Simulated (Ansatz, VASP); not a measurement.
**Two plane-wave programs on NaCl**

```
Na Cl
1.0
     0.05605    2.85875    2.85875
     2.85875    0.05605    2.85875
     2.85875    2.85875    0.05605
Na Cl
1 1
Direct
  0.00000 0.00000 0.00000
  0.50000 0.50000 0.50000
```

Change from the starting cell: shear_111 strain +3.0%.

Alike in both runs: task single point; functional PBE; k mesh 8 × 8 × 8; occupations fermi-dirac, width 0.02 eV; no spin polarisation.

```csv
,VASP,Ansatz
version,VASP 6.6.1,Ansatz 0.2.0
potentials or method,"VASP PAW PBE potentials, release 64 (Na_pv, Cl)","plane waves, PAW"
plane-wave cutoff (eV),520,420
valence electrons in the cell,14,16
```

Ansatz gave:

```
gap on the k mesh at the Fermi level (eV)                     : 5.02
pressure (GPa)                                                : 0.5
traceless stress, the component that is largest in VASP (GPa) : -0.26
```

Which values does VASP return?

gap on the k mesh at the Fermi level (eV): 5.02; pressure (GPa): 0.4; traceless stress, the component that is largest in VASP (GPa): -0.26.

VASP's potentials hold 14 valence electrons a cell and Ansatz's 16, so a difference there can come from the potentials and not from the codes.
